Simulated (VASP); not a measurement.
Y, 1 atom in the cell. It takes space group I4/mmm (No. 139, tetragonal). Conventional cell: a = 3.514 Å, b = 3.514 Å, c = 4.572 Å, α = 90.00°, β = 90.00°, γ = 90.00°. Y (site symmetry 4/mmm) has 12 Y at 3.38 to 3.51 Å within 4.4 Å.  This cell differs from its parent crystal: strain +0.000 along x and y, -0.080 along z.

```yaml
Program: VASP 6.6.1
Task: single point
Functional: PBEsol
Potentials_or_basis: VASP PAW PBE potentials, release 64 (Y_sv)
Cutoff: 520 eV
k_mesh: 16 × 16 × 16
Occupations: gaussian, width 0.15 eV
Spin: no spin polarisation
Dipole_correction: no
Further_INCAR_settings: ALGO = Normal; EDIFF = 1e-06; NBANDS = 12
```

Potentials or basis: VASP PAW PBE potentials, release 64 (Y_sv).

Launch:

```bash
$ cat potpaw_PBE.64/Y_sv/POTCAR > POTCAR
$ mpirun -np 1 vasp_std > vasp.out
```

Hardware: 1 thread of AMD EPYC 7R13 Processor (Zen 3), with other jobs on the host.

Question: How long does it take, and how much memory?

Answer: Run time: 84 s on 1 thread of AMD EPYC 7R13 Processor (Zen 3) (shared host), peak memory 0.25 GiB. Counts: scf iterations 12, k points 349.
